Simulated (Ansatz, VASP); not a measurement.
PbSe in VASP and in Ansatz

```
Pb Se
1.0
     0.00000    3.09633    3.09633
     3.09633    0.00000    3.09633
     3.09633    3.09633    0.00000
Pb Se
1 1
Direct
  0.00000 0.00000 0.00000
  0.50000 0.50000 0.50000
```

Alike in both runs: task single point; functional PBEsol; k mesh 9 × 9 × 9; non-collinear spin, spin-orbit coupling.

|  | VASP | Ansatz |
| --- | --- | --- |
| version | VASP 6.6.1 | Ansatz 0.2.0 |
| potentials or method | VASP PAW PBE potentials, release 64 (Pb_d, Se), cutoff 520 eV | PAW plane waves |
| occupations | fermi-dirac, width 0.1 eV | fermi-dirac |
| valence electrons in the cell | 20 | 30 |

|  | VASP | Ansatz | Ansatz less VASP |
| --- | --- | --- | --- |
| pressure (GPa) | -2.3 | -2.4 | -0.10 |
| net moment per atom (μB) | 0.00 | 0.00 | 0.000 |

VASP's potentials were made for PBE, not for PBEsol. VASP's potentials hold 20 valence electrons a cell and Ansatz's 30, so a difference there can come from the potentials and not from the codes.
